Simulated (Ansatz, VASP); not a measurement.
**LiF: VASP beside Ansatz**

INCAR

```
ALGO = Normal ; EDIFF = 1E-6
ENCUT = 520 ; ISIF = 2
ISMEAR = 0 ; LASPH = True
LCHARG = False ; LREAL = False
LWAVE = False ; NBANDS = 18
NELM = 80 ; PREC = Accurate
SIGMA = 0.05
```

KPOINTS

```
k-points
0
Gamma
  9 9 6
```

The input POSCAR:

```
LiF
1.0
    2.9691116230      0.0000000000      0.0000000000
   -1.4845558115      2.5713260922      0.0000000000
    0.0000000000      0.0000000000      4.7352147014
Li F
2 2
Direct
    0.3333333333      0.6666666667      0.3811542600
    0.6666666667      0.3333333333      0.8811542600
    0.3333333333      0.6666666667      0.9938437400
    0.6666666667      0.3333333333      0.4938437400
```

Input for Ansatz:

```yaml
crystal:
  lattice:
    - [2.969111623, 0.0, 0.0]
    - [-1.4845558115, 2.5713260922, 0.0]
    - [0.0, 0.0, 4.7352147014]
  atoms:
    - { symbol: Li, position: [0.3333333333, 0.6666666667, 0.38115426] }
    - { symbol: Li, position: [0.6666666667, 0.3333333333, 0.88115426] }
    - { symbol: F, position: [0.3333333333, 0.6666666667, 0.99384374] }
    - { symbol: F, position: [0.6666666667, 0.3333333333, 0.49384374] }
basis:
  ecutwfc: 420
kpoints:
  mp_grid: { grid: [9, 9, 6] }
hamiltonian:
  xc: lda
scf:
  occupations: { method: gaussian, width: 0.05 }
output:
  forces: true
  stress: true
  eigenvalues: true
```

Change from the starting cell: strain -0.030 along x and y, -0.015 along z, atoms carried along.

Alike in both runs: task single point; functional LDA; k mesh 9 × 9 × 6; occupations gaussian, width 0.05 eV; no spin polarisation.

|  | VASP | Ansatz |
| --- | --- | --- |
| version | VASP 6.6.1 | Ansatz 0.2.0 |
| potentials or method | VASP PAW LDA potentials, release 64 (Li_sv, F), cutoff 520 eV | scalar-relativistic, plane waves, PAW |
| valence electrons in the cell | 20 | 20 |

VASP gave:

* gap on the k mesh at the Fermi level (eV): 8.03
* least direct gap on the mesh (eV): 8.03
* rms of the force components (eV/Å): 0.043

Question: Which values does Ansatz return?

Answer: gap on the k mesh at the Fermi level (eV): 8.05; least direct gap on the mesh (eV): 8.05; rms of the force components (eV/Å): 0.043.

LDA's correlation is that of Perdew and Zunger in VASP and of Perdew and Wang (1992) in Ansatz. Atom by atom the forces differ by 0.000 eV/Å (rms over components).

Noted on VASP's run: the cutoff is under 1.25 times that of the potentials, so the pressure is a little rough.
